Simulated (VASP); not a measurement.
Input of a VASP 6.6.1 run:

File INCAR:

```
SYSTEM = Ga2O3
PREC = Accurate
ENCUT = 520
EDIFF = 1E-7
ISMEAR = 0
SIGMA = 0.01
LREAL = .False.
LASPH = .True.
NELM = 100
ALGO = Normal
ISIF = 2
LWAVE = .False.
LCHARG = .False.
GGA = PE
NBANDS = 55
```

The input KPOINTS:

```
Automatic mesh
0
Gamma
  6 6 4
  0 0 0
```

Contents of POSCAR:

```
Ga2O3
1.0
    6.1070000000     -1.5185500000      0.0000000000
    6.1070000000      1.5185500000      0.0000000000
   -1.3859889000      0.0000000000      5.6300087400
Ga O
4 6
Direct
    0.0914598660      0.0914598660      0.7957077381
    0.9085401340      0.9085401340      0.2042922619
    0.6592288902      0.6592288902      0.3132795334
    0.3407711098      0.3407711098      0.6867204666
    0.1689990101      0.1689990101      0.1089626188
    0.8310009899      0.8310009899      0.8910373812
    0.1722131895      0.1722131895      0.5602008701
    0.8277868105      0.8277868105      0.4397991299
    0.4964456801      0.4964456801      0.2536350024
    0.5035543199      0.5035543199      0.7463649976
```

Potentials or basis: VASP PAW PBE potentials, release 64 (Ga_d, O).

The run is started by

```sh
$ cat potpaw_PBE.64/Ga_d/POTCAR potpaw_PBE.64/O/POTCAR > POTCAR
$ mpirun -np 1 vasp_std > vasp.out
```

Question: What does it give for the largest force?

Answer: 0.029 eV/Å.

Question: Estimate the band gap on the k mesh.

Answer: 2.39 eV (least direct gap 2.40 eV).

Question: Predict the pressure.

Answer: 9.0 GPa.

Stress tensor (GPa, compression positive):
```
8.62 0.00 0.18
0.00 9.39 0.00
0.18 0.00 9.12
```

Caveat: the cell stands under pressure. A k mesh can miss the band edges.
